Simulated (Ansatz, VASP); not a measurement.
## One calculation of Re, two programs

```
Re
1.0
     0.00000    2.09350    1.97500
     1.85650    0.00000    1.97500
     1.85650    2.09350    0.00000
Re
1
Direct
  0.00000 0.00000 0.00000
```

Change from the starting cell: strain -0.0600 x Voigt [1, -1, 0, 0, 0, 0], atoms carried along.

Alike in both runs: task single point; functional r2SCAN; k mesh 20 × 20 × 20; occupations gaussian, width 0.15 eV; no spin polarisation.

|  | VASP | Ansatz |
| --- | --- | --- |
| version | VASP 6.6.1 | Ansatz 0.2.0 |
| potentials or method | VASP PAW PBE potentials, release 64 (Re), cutoff 520 eV | scalar-relativistic, plane waves, PAW |
| valence electrons in the cell | 7 | 15 |

```tsv
	VASP	Ansatz	Ansatz less VASP
gap on the k mesh at the Fermi level (eV)	none	none	-
pressure (GPa)	-13.1	-12.8	+0.26
traceless stress, the component that is largest in VASP (GPa)	-15.04	-15.27	-0.229
```

VASP's potentials were made for PBE, not for r2SCAN. A gap of «none» marks a metal or a gap that the smearing closes. With one functional, cell and mesh, what is left measures potentials, basis and numerics. VASP's potentials hold 7 valence electrons a cell and Ansatz's 15, so a difference there can come from the potentials and not from the codes.

Spin-orbit coupling is off throughout.
